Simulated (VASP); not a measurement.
# Zr12H (a cell with a defect) in VASP: a series of runs

Runs on Zr12H (a cell with a defect). Level: PBEsol. Tasks: single point.

All numbers are computed with VASP 6.6.1; they aren't measurements. Logs are shortened: lines on timing, memory, paths and dates and some standing lists are left out, and cuts for length are marked.

### 1 The cell of the first run

The cell holds a defect, 13 atoms: a = 6.460 Å, b = 9.690 Å, c = 5.145 Å, α = 90.00°, β = 90.00°, γ = 120.00°.

### 2 Single point, PBEsol

INCAR reads:

```
ALGO     = Normal         # electronic algorithm
EDIFF    = 1E-7           # SCF threshold, eV
ENCUT    = 520            # plane-wave cutoff, eV
GGA      = PS             # functional
ISIF     = 2              # what is computed and relaxed
ISMEAR   = 0              # smearing method
LASPH    = T              # aspherical terms in the spheres
LCHARG   = F              # write CHGCAR
LREAL    = F              # projectors in reciprocal space
LWAVE    = F              # write WAVECAR
NBANDS   = 84             # bands
NELM     = 80             # most SCF steps
PREC     = Accurate       # precision mode
SIGMA    = 0.1            # smearing width, eV
```

KPOINTS reads:

```
k-points
0
Gamma
  4 3 4
```

POSCAR reads:

```
Zr12H
1.0
    6.4600000000      0.0000000000      0.0000000000
   -4.8450000000      8.3917860000      0.0000000000
    0.0000000000      0.0000000000      5.1453900000
Zr H
12 1
Direct
    0.0056242222     -0.0002750308      0.0024211964
    0.1718585449      0.2256002477      0.5041030903
    0.0025388741      0.3291416154      0.0053327347
    0.1505231671      0.5507900225      0.4964543018
   -0.0020476171      0.6622704630      0.0015341889
    0.1635669817      0.8877722811      0.5028413784
    0.5007853242     -0.0002461931      0.0031307637
    0.6619275603      0.2217362311      0.5049352916
    0.5064805913      0.3318969287      0.0040925955
    0.6642035824      0.5522658705      0.4962185568
    0.4994395603      0.6667584231     -0.0045895452
    0.6758491229      0.9033546613      0.4953797477
    0.4978114846      0.6720089144      0.5599787382
```

Potentials or basis: VASP PAW PBE potentials, release 64 (Zr_sv, H).

Started as:

```sh
$ cat potpaw_PBE.64/Zr_sv/POTCAR potpaw_PBE.64/H/POTCAR > POTCAR
$ mpirun -np 1 vasp_std > vasp.out
```

OUTCAR:

```text
EDIFF = 1E-7
   ENCUT = 520
   GGA = PS
   ISIF = 2
   ISMEAR = 0
   LASPH = T
   LREAL = F
   NELM = 80
   PREC = Accurate

 ion  position               nearest neighbor table
   1  0.006  1.000  0.002-  12 3.14   6 3.15   6 3.16   2 3.19  12 3.20   7 3.20   3 3.20   2 3.20
                             9 3.23   5 3.25  11 3.25   7 3.26
   2  0.172  0.226  0.504-   3 3.14   3 3.15  12 3.16  10 3.17   9 3.18   9 3.18   8 3.18   1 3.19
                             1 3.20   4 3.22   6 3.25   8 3.28
   3  0.003  0.329  0.005-   4 3.14   2 3.14   2 3.15   8 3.20   1 3.20   8 3.20   4 3.21   7 3.22
                             9 3.22  11 3.24   9 3.24   5 3.24
   4  0.151  0.551  0.496-  13 1.97   5 3.11   3 3.14  10 3.15   5 3.16   8 3.17   3 3.21   2 3.22
                             6 3.22  11 3.23  11 3.23  10 3.31  12 3.41
   5  0.998  0.662  0.002-   4 3.11   4 3.16  10 3.16   9 3.19   6 3.19   6 3.20  10 3.20  11 3.22
                            11 3.24   3 3.24   1 3.25   7 3.26
   6  0.164  0.888  0.503-   1 3.15   1 3.16   5 3.19   7 3.19   7 3.19   5 3.20   4 3.22   8 3.23
                            12 3.23  12 3.24  10 3.24   2 3.25
   7  0.501  1.000  0.003-  12 3.10  12 3.17   8 3.17   8 3.18   6 3.19   6 3.19   1 3.20   9 3.20
                             3 3.22  11 3.22   5 3.26   1 3.26
   8  0.662  0.222  0.505-  12 3.13   9 3.13   9 3.14   7 3.17   4 3.17   7 3.18   2 3.18  10 3.20
                             3 3.20   3 3.20   6 3.23   2 3.28
   9  0.506  0.332  0.004-   8 3.13  10 3.14   8 3.14   2 3.18   2 3.18   5 3.19   7 3.20  10 3.20
                             3 3.22   1 3.23   3 3.24  11 3.27
  10  0.664  0.552  0.496-  13 1.96   9 3.14   4 3.15   5 3.16   2 3.17  11 3.18  11 3.19   8 3.20
                             5 3.20   9 3.20   6 3.24   4 3.31  12 3.37
  11  0.499  0.667  0.995-  13 2.24  10 3.18  10 3.19   5 3.22   7 3.22   4 3.23   4 3.23   3 3.24
                             5 3.24   1 3.25  12 3.25  12 3.25   9 3.27
  12  0.676  0.903  0.495-  13 1.97   7 3.10   8 3.13   1 3.14   2 3.16   7 3.17   1 3.20   6 3.23
                             6 3.24  11 3.25  11 3.25  10 3.37   4 3.41
  13  0.498  0.672  0.560-  10 1.96  12 1.97   4 1.97  11 2.24

  LATTYP: Found a simple monoclinic cell.
 ALAT       =     6.4600000000
 B/A-ratio  =     0.7965000000
 C/A-ratio  =     1.3228756308
 COS(beta)  =    -0.1889822400

  Lattice vectors:

 A1 = (   6.4600000000,   0.0000000000,   0.0000000000)
 A2 = (   0.0000000000,   0.0000000000,   5.1453900000)
 A3 = (  -1.6150000000,  -8.3917860000,   0.0000000000)

Analysis of symmetry for initial positions (statically):
=====================================================================
 Subroutine PRICEL returns:
 Original cell was already a primitive cell.

 Routine SETGRP: Setting up the symmetry group for a
 simple monoclinic supercell.

 Subroutine GETGRP returns: Found  1 space group operations
 (whereof  1 operations were pure point group operations)
 out of a pool of  4 trial point group operations.

The static configuration has the point symmetry C_1 .

Analysis of symmetry for dynamics (positions and initial velocities):
=====================================================================
 Subroutine PRICEL returns:
 Original cell was already a primitive cell.

 Routine SETGRP: Setting up the symmetry group for a
 simple monoclinic supercell.

 Subroutine GETGRP returns: Found  1 space group operations
 (whereof  1 operations were pure point group operations)
 out of a pool of  4 trial point group operations.

The dynamic configuration has the point symmetry C_1 .

 Subroutine INISYM returns: Found  1 space group operations
 (whereof  1 operations are pure point group operations),
 and found     1 'primitive' translations

----------------------------------------------------------------------------------------

                                     Primitive cell

  volume of cell :     278.9364

  direct lattice vectors                    reciprocal lattice vectors
     6.460000000  0.000000000  0.000000000     0.154798762  0.089373108  0.000000000
    -4.845000000  8.391786000  0.000000000     0.000000000  0.119164145  0.000000000
     0.000000000  0.000000000  5.145390000     0.000000000  0.000000000  0.194348728

  length of vectors
     6.460000000  9.689999859  5.145390000     0.178746214  0.119164145  0.194348728

  position of ions in fractional coordinates (direct lattice)
     0.005624222  0.999724969  0.002421196
     0.171858545  0.225600248  0.504103090
     0.002538874  0.329141615  0.005332735
     0.150523167  0.550790023  0.496454302
     0.997952383  0.662270463  0.001534189
     0.163566982  0.887772281  0.502841378
     0.500785324  0.999753807  0.003130764
     0.661927560  0.221736231  0.504935292
     0.506480591  0.331896929  0.004092595
     0.664203582  0.552265871  0.496218557
     0.499439560  0.666758423  0.995410455
     0.675849123  0.903354661  0.495379748
     0.497811485  0.672008914  0.559978738

  ion indices of the primitive-cell ions
   primitive index   ion index
                 1           1
                 2           2
                 3           3
                 4           4
                 5           5
                 6           6
                 7           7
                 8           8
                 9           9
                10          10
                11          11
                12          12
                13          13

----------------------------------------------------------------------------------------

 KPOINTS: k-points

Automatic generation of k-mesh.
 Grid dimensions read from file:
 generate k-points for:    4    3    4

 Generating k-lattice:

  Cartesian coordinates                     Fractional coordinates (reciprocal lattice)
     0.038699690  0.022343277  0.000000000     0.250000000  0.000000000  0.000000000
     0.000000000  0.039721382  0.000000000     0.000000000  0.333333333  0.000000000
     0.000000000  0.000000000  0.048587182     0.000000000  0.000000000  0.250000000

  Length of vectors
     0.044686554  0.039721382  0.048587182

  Shift w.r.t. Gamma in fractional coordinates (k-lattice)
     0.000000000  0.000000000  0.000000000

 Subroutine IBZKPT returns following result:
 ===========================================

 Found     26 irreducible k-points:

 Following reciprocal coordinates:
            Coordinates               Weight
  0.000000  0.000000  0.000000      1.000000
  0.250000 -0.000000  0.000000      2.000000
  0.500000 -0.000000  0.000000      1.000000
  0.000000  0.333333  0.000000      2.000000
  0.250000  0.333333  0.000000      2.000000
  0.500000  0.333333  0.000000      2.000000
[... 16 lines left out ...]
  0.000000  0.333333  0.500000      2.000000
  0.250000  0.333333  0.500000      2.000000
 [... further k-points ...]
   k-points           NKPTS =     26   k-points in BZ     NKDIM =     26   number of bands    NBANDS=     84
   number of dos      NEDOS =    301   number of ions     NIONS =     13
   total plane-waves  NPLWV = 138240
   dimension x,y,z NGX =    48 NGY =   72 NGZ =   40
   dimension x,y,z NGXF=    96 NGYF=  144 NGZF=   80
   ions per type =              12   1
   NGX,Y,Z   is equivalent  to a cutoff of  12.35, 12.35, 12.92 a.u.
   NGXF,Y,Z  is equivalent  to a cutoff of  24.71, 24.71, 25.85 a.u.
 SYSTEM =  unknown system
   PREC   = accura    normal or accurate (medium, high low for compatibility)
   ISTART =      0    job   : 0-new  1-cont  2-samecut
   ICHARG =      2    charge: 1-file 2-atom 10-const
   ISPIN  =      1    spin polarized calculation?
   LNONCOLLINEAR =      F non collinear calculations
   LSORBIT =      F    spin-orbit coupling
   LASPH  =      T    aspherical Exc in radial PAW
   ENCUT  =  520.0 eV  38.22 Ry    6.18 a.u.  12.01 18.02  9.57*2*pi/ulx,y,z
   NELM   =     80;   NELMIN=  2; NELMDL= -5     # of ELM steps
   EDIFF  = 0.1E-06   stopping-criterion for ELM
   LREAL  =      F    real-space projection
   EDIFFG = 0.1E-05   stopping-criterion for IOM
   NSW    =      0    number of steps for IOM
   IBRION =     -1    ionic relax: 0-MD 1-quasi-New 2-CG
   NFREE  =      0    steps in history (QN), initial steepest desc. (CG)
   ISIF   =      2    stress and relaxation
   ISYM   =      2    0-nonsym 1-usesym 2-fastsym
   POTIM  = 0.5000    time-step for ionic-motion
   TEBEG  =    0.0;   TEEND  =   0.0 temperature during run
   PSTRESS=    0.0 pullay stress
   NELECT =     145.0000    total number of electrons
   NUPDOWN=      -1.0000    fix difference up-down
   EMIN   =  10.00;   EMAX   =-10.00  energy-range for DOS
   EFERMI =   0.00;   METHOD = LEGACY
   ISMEAR =     0;   SIGMA  =   0.10  broadening in eV -4-tet -1-fermi 0-gaus
   EFERMI_NEDOS =   21; number of points for ismear=-14 and -15
   IALGO  =     38    algorithm
   IMIX   =      4    mixing-type and parameters
     AMIX     =   0.40;   BMIX     =  1.00
     AMIX_MAG =   1.60;   BMIX_MAG =  1.00
  volume/ion in A,a.u.               =      21.46       144.80
  Fermi-wavevector in a.u.,A,eV,Ry     =   1.316323  2.487490 23.574895  1.732706
  Thomas-Fermi vector in A             =   2.446443
   LORBIT       =      0    0 simple, 1 ext, 2 COOP (PROOUT), +10 PAW based schemes
   GGA     = PS    functional components
   LHFCALC =     F    Hartree Fock is set to
   AEXX    =    0.0000 exact exchange contribution
   IVDW    =     0    specifies the selected vdW correction
   LEPSILON=     F    determine dielectric tensor
   LRPA    =     F    only Hartree local field effects (RPA)
 non-spin polarized calculation
 Gauss-broadening in eV      SIGMA  =   0.10
  energy-cutoff  :      520.00
  volume of cell :      278.94
 maximum number of plane-waves:      7534
   NGX = 25   NGY = 37   NGZ = 19

 number of electron     145.0000000 magnetization

 Free energy of the ion-electron system (eV)
  ---------------------------------------------------
  ext. energy  EPLUGINS =         0.00000000
  ---------------------------------------------------
  free energy    TOTEN  =      -112.74230671 eV

  energy without entropy =     -112.67408374  energy(sigma->0) =     -112.70819522

 E-fermi :   8.9593     XC(G=0): -11.2495

 val. band max:        8.9545081599   @ k =   0.5000  -0.0000   0.2500
 cond. band min:       8.9675866331   @ k =   0.5000  -0.0000   0.0000
 fundamental gap:      0.0130784733
 Fermi energy:         8.9592953912

 k-point     1 :       0.0000    0.0000    0.0000
  band No.  band energies     occupation
      1     -39.8457      2.00000
      2     -39.7567      2.00000
      3     -39.7015      2.00000
      4     -39.6807      2.00000
      5     -39.6505      2.00000
      6     -39.6422      2.00000
[... 76 lines left out ...]
     83       9.9015      0.00000
     84       9.9288      0.00000

 k-point     2 :       0.2500   -0.0000    0.0000
  band No.  band energies     occupation
      1     -39.8391      2.00000
      2     -39.7507      2.00000
      3     -39.7060      2.00000
      4     -39.6815      2.00000
      5     -39.6674      2.00000
      6     -39.6442      2.00000
[... 1903 lines left out ...]
     83      10.1473      0.00000
     84      10.2491      0.00000

 k-point    24 :       0.2500    0.3333    0.5000
  band No.  band energies     occupation
      1     -39.8237      2.00000
      2     -39.6954      2.00000
      3     -39.6893      2.00000
      4     -39.6696      2.00000
      5     -39.6645      2.00000
      6     -39.6535      2.00000
[... 76 lines left out ...]
     83       9.8594      0.00000
     84       9.9191      0.00000

 [... further k-points ...]
[... 5 lines left out ...]
  --------------------------------------------------------------------------------------
  -------------------------------------------------------------------------------------
  Total       -2.4093534     -3.0251930     -3.4603378     -0.6011302     -0.0093009      0.0389876
  in kB      -13.8390373    -17.3763457    -19.8757653     -3.4528199     -0.0534232      0.2239400
  external PRESSURE =     -17.0303828 kB  Pullay stress =       0.0000000 kB

 VOLUME and BASIS-vectors are now :
 -----------------------------------------------------------------------------
  energy-cutoff  :      520.00
  volume of cell :      278.94
      direct lattice vectors                 reciprocal lattice vectors
     6.460000000  0.000000000  0.000000000     0.154798762  0.089373108  0.000000000
    -4.845000000  8.391786000  0.000000000     0.000000000  0.119164145  0.000000000
     0.000000000  0.000000000  5.145390000     0.000000000  0.000000000  0.194348728

 POSITION                                       TOTAL-FORCE (eV/Angst)
 -----------------------------------------------------------------------------------
     -4.80734      8.38948      0.01246        -0.017219      0.005660     -0.027790
      0.01717      1.89319      2.59381        -0.006286     -0.013084     -0.013319
     -1.57829      2.76209      0.02744        -0.014023      0.005206      0.000231
     -1.69620      4.62211      2.55445         0.026500      0.016526     -0.065568
      3.23807      5.55763      0.00789         0.004182      0.004661     -0.038489
     -3.24461      7.44999      2.58732        -0.001588      0.008249     -0.031854
     -1.60873      8.38972      0.01611        -0.000447     -0.000363     -0.021454
      3.20174      1.86076      2.59809         0.014489     -0.000036     -0.005188
      1.66382      2.78521      0.02106        -0.016757     -0.006482     -0.013535
      1.61503      4.63450      2.55324         0.001594     -0.001241     -0.076310
     -0.00407      5.59529      5.12178         0.015528     -0.001128     -0.061024
     -0.01077      7.58076      2.54892         0.000611     -0.021773     -0.076442
     -0.04002      5.63935      2.88131        -0.006586      0.003804      0.430742
 -----------------------------------------------------------------------------------
    total drift:                                0.000085     -0.000063      0.000004

  FREE ENERGIE OF THE ION-ELECTRON SYSTEM (eV)
  ---------------------------------------------------
  free  energy   TOTEN  =      -112.7423067072 eV

  energy  without entropy=     -112.6740837403  energy(sigma->0) =     -112.70819522
```

It took 16 min on 1 thread of Intel Xeon Platinum 8259CL at 2.50GHz (Skylake/Cascade Lake), shared host; peak memory 0.6 GiB.

What came out:

```yaml
Free_energy: -112.7423 eV
Pressure: -1.7 GPa
Largest_force: 0.431 eV/Å
Band_gap_on_the_k_mesh: zero (an odd number of electrons rules out a gap without spin polarisation)
```

Forces in eV/Å, atoms in the order of the input:
```
Zr  -0.017  0.006 -0.028
Zr  -0.006 -0.013 -0.013
Zr  -0.014  0.005  0.000
Zr   0.026  0.017 -0.066
Zr   0.004  0.005 -0.038
Zr  -0.002  0.008 -0.032
Zr   0.000  0.000 -0.021
Zr   0.014  0.000 -0.005
Zr  -0.017 -0.006 -0.014
Zr   0.002 -0.001 -0.076
Zr   0.016 -0.001 -0.061
Zr   0.001 -0.022 -0.076
H   -0.007  0.004  0.431
```

Stress tensor (GPa, compression positive):
```
-1.38 -0.35  0.02
-0.35 -1.74 -0.01
 0.02 -0.01 -1.99
```

Caveat: the PAW data sets were made with another functional, which shifts forces and pressure a little.

(Part 1 of 2 ends here.)
